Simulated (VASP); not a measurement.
Input of a VASP 6.6.1 run:

File INCAR:

```
SYSTEM = Te2Mo2Pt
ALGO = Fast ; EDIFF = 1E-6
ENCUT = 520 ; GGA = PE
ISIF = 2 ; ISMEAR = 0
ISPIN = 2 ; LASPH = .TRUE.
LCHARG = .FALSE. ; LMAXMIX = 4
LORBIT = 11 ; LREAL = .FALSE.
LWAVE = .FALSE. ; MAGMOM = 0 0 1 1 0
NBANDS = 37 ; NELM = 150
PREC = Accurate ; SIGMA = 0.1
```

File KPOINTS:

```
k-points
0
G
  6 6 2
  0 0 0
```

POSCAR

```
Te2Mo2Pt
1.0
    3.2023866641      0.0000000000      0.0000000000
   -1.6011933320      2.7733482038      0.0000000000
    0.0000000000      0.0000000000     12.3370967055
Te Mo Pt
2 2 1
Direct
    0.6666666667      0.3333333333      0.3298178000
    0.3333333333      0.6666666667      0.6701822000
    0.3333333333      0.6666666667      0.1706382406
    0.6666666667      0.3333333333      0.8293617594
    0.0000000000      0.0000000000      0.0000000000
```

Potentials or basis: VASP PAW PBE potentials, release 64 (Te, Mo_sv, Pt).

Run with:

```console
$ cat potpaw_PBE.64/Te/POTCAR potpaw_PBE.64/Mo_sv/POTCAR potpaw_PBE.64/Pt/POTCAR > POTCAR
$ mpirun -np 1 vasp_std > vasp.out
```

(1) Estimate the net moment.

(2) Estimate the largest force.

(3) What does it give for the pressure?

## Answers

(1) 0.00 μB per cell.

(2) 0.049 eV/Å.

(3) 0.4 GPa.

Caveat: the k points lie up to 0.38 Å⁻¹ apart; this functional lacks dispersion, which binds layers or chains, so the pressure and a relaxed spacing across them are unreliable.
